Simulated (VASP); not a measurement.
Wanted: the native input for a VASP 6.6.1 run.

```yaml
Task: relaxation of cell and atoms
Functional: PBE
Potentials_or_basis: VASP PAW PBE potentials, release 64 (Ge_d, P)
Cutoff: 600 eV
k_mesh: 6 × 6 × 6
Occupations: gaussian, width 0.1 eV
Spin: no spin polarisation
Dipole_correction: no
Further_INCAR_settings: ALGO = Normal; EDIFF = 1e-07; IBRION = 2; EDIFFG = -0.04; NSW = 90; ISIF = 3
```

The structure of Ge4P lies in POSCAR:

```
Ge4P
1.0
    2.0308975200      1.1725392300      4.2036221000
   -2.0308975200      1.1725392300      4.2036221000
    0.0000000000     -2.3450784600      4.2036221000
Ge P
4 1
Direct
    0.0000000000      0.0000000000      0.5000000000
    0.5000000000      0.0000000000      0.0000000000
    0.0000000000      0.5000000000      0.0000000000
    0.5000000000      0.5000000000      0.5000000000
    0.0000000000      0.0000000000      0.0000000000
```

The cell was generated, and may not be a known phase.

One way to write it, as run:

INCAR

```
PREC = Accurate
ENCUT = 600
EDIFF = 1E-7
ISMEAR = 0
SIGMA = 0.1
LREAL = F
LASPH = T
NELM = 80
ALGO = Normal
ISIF = 3
LWAVE = F
LCHARG = F
GGA = PE
IBRION = 2
NSW = 90
EDIFFG = -0.04
```

KPOINTS

```
Automatic mesh
0
Gamma
  6 6 6
```

Potentials or basis: VASP PAW PBE potentials, release 64 (Ge_d, P).

The run is started by

```sh
$ cat potpaw_PBE.64/Ge_d/POTCAR potpaw_PBE.64/P/POTCAR > POTCAR
$ mpirun -np 1 vasp_std > vasp.out
```

Results of the run:

- Relaxed volume: 22.22 Å³/atom
- Relaxed cell: a = 5.086 Å, b = 5.086 Å, c = 5.086 Å, α = 69.29°, β = 69.29°, γ = 69.29°
- Space group after relaxing (to 0.1 Å): R-3m (No. 166)
- Pressure after relaxing: 0.1 GPa
- Band gap on the k mesh: zero (an odd number of electrons rules out a gap without spin polarisation)

Caveat: the volume moved by over 15 % at a fixed basis, so the end points are rough; an odd number of electrons without spin polarisation forces a metal; a magnetic or distorted state may lie lower.

Wall time 36 min on 1 thread of Oxide Virtual Turin-like Processor, with other jobs on the host, peak memory 0.24 GiB.
